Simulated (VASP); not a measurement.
# MgTe: single point with HSE06

The system is MgTe.

```
Mg Te
1.0
     4.44031    0.00000    0.00000
    -2.22015    3.84542    0.00000
     0.00000    0.00000    7.63630
Mg Te
2 2
Cartesian
  0.0000 2.5636 0.0358
  2.2202 1.2818 3.8540
  0.0000 2.5636 2.8278
  2.2202 1.2818 6.6459
```

This cell differs from its parent crystal: epitaxial xy strain -3.0%.

- Program: VASP 6.6.1
- Task: single point
- Functional: HSE06
- Potentials or basis: VASP PAW PBE potentials, release 64 (Mg, Te)
- Cutoff: 520 eV
- k mesh: 6 × 6 × 2
- Occupations: gaussian, width 0.01 eV
- Spin: no spin polarisation
- Dipole correction: no
- Grid for exact exchange (PRECFOCK): Normal
- Further INCAR settings: ALGO = Normal; EDIFF = 1e-06; NBANDS = 16
- Share of exact exchange: 0.25
- Screening parameter: 0.2079 1/Å

The pressure is 1.1 GPa. The largest force is 0.008 eV/Å and the band gap on the k mesh is 3.16 eV.

Forces in eV/Å, atoms in the order of the input:
```
Mg   0.000  0.000 -0.008
Mg   0.000  0.000 -0.008
Te   0.000  0.000  0.008
Te   0.000  0.000  0.008
```

Stress tensor (GPa, compression positive):
```
 1.85  0.00  0.00
 0.00  1.85  0.00
 0.00  0.00 -0.25
```

Levels at points of the mesh, in eV from the valence-band top:
| k point | band 5 | band 6 | band 7 | band 8 | band 9 | band 10 | band 11 | band 12 |
| --- | --- | --- | --- | --- | --- | --- | --- | --- |
| (0.00, 0.00, 0.00) | -0.46 | -0.39 | 0.00 | 0.00 | 3.16 | 4.08 | 6.15 | 6.32 |
| (0.50, 0.00, 0.00) | -2.36 | -1.34 | -1.30 | -0.58 | 3.99 | 4.52 | 4.76 | 6.34 |
| (0.00, 0.00, 0.50) | -0.24 | -0.24 | -0.24 | -0.24 | 4.47 | 4.47 | 6.58 | 6.58 |
| (0.50, 0.00, 0.50) | -1.29 | -1.29 | -1.00 | -1.00 | 3.77 | 3.77 | 4.96 | 4.96 |

Wall time 22 min on 1 thread of Intel(R) Xeon(R) Platinum 8488C (Sapphire Rapids), on a shared host, peak memory 0.39 GiB.

Caveat: the cell differs from its parent crystal (epitaxial xy strain -3.0%); the PAW data sets were made with another functional, which shifts forces and pressure a little; spin-orbit coupling is left out, which moves the levels of the heavy elements.
